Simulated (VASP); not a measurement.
The system is Li3Mg3H2.

```xyz
8
Lattice="2.7711 1.5999 4.2351 -2.7711 1.5999 4.2351 0.0000 -3.1998 4.2351" Properties=species:S:1:pos:R:3 pbc="T T T"
Li    0.0000    1.5999    4.2351
Li   -1.3856   -0.8000    4.2351
Li    1.3856   -0.8000    4.2351
Mg    0.0000   -1.5999    2.1175
Mg    1.3856    0.8000    2.1175
Mg   -1.3856    0.8000    2.1175
H     0.0000    0.0000    6.3526
H     0.0000    0.0000    0.0000
```

The cell was built from a structure type or drawn by symmetry, and may not be a known phase.

| Item | Value |
| --- | --- |
| Program | VASP 6.6.1 |
| Task | relaxation of cell and atoms |
| Functional | PBE |
| Potentials or basis | VASP PAW PBE potentials, release 64 (Li_sv, Mg, H) |
| Cutoff | 750 eV |
| k mesh | 6 × 6 × 6 |
| Occupations | gaussian, width 0.1 eV |
| Spin | no spin polarisation |

At the start: pressure 7.4 GPa; volume 14.08 Å³/atom.

Problem. Where does the relaxation end?

Solution. Over 7 steps the energy falls by 69.6 meV/atom and the volume is 17.44 Å³/atom (+23.8 %); space group R-3m (No. 166, to 0.1 Å) before and after.

Step by step:
```csv
step,energy change (eV),largest force (eV/Å),pressure (GPa),volume (Å³)
1,0.0000,0.0000,7.42,112.66
2,-0.3781,0.0000,3.49,123.63
3,-0.5389,0.0000,0.53,136.38
4,-0.5457,0.0000,-0.01,139.52
5,-0.5458,0.0000,-0.10,140.10
6,-0.5496,0.0000,-0.09,139.95
7,-0.5569,0.0000,-0.02,139.50
```

Final structure:
```
Li Mg H
1.0
     3.03134    1.75015    4.38232
    -3.03134    1.75015    4.38232
     0.00000   -3.50029    4.38232
Li Mg H
3 3 2
Direct
  0.50000 0.50000 0.00000
  0.00000 0.50000 0.50000
  0.50000 0.00000 0.50000
  0.00000 0.00000 0.50000
  0.50000 0.00000 0.00000
  0.00000 0.50000 0.00000
  0.50000 0.50000 0.50000
  0.00000 0.00000 0.00000
```

Caveat: the volume moved by over 15 % at a fixed basis, so the end points are rough.
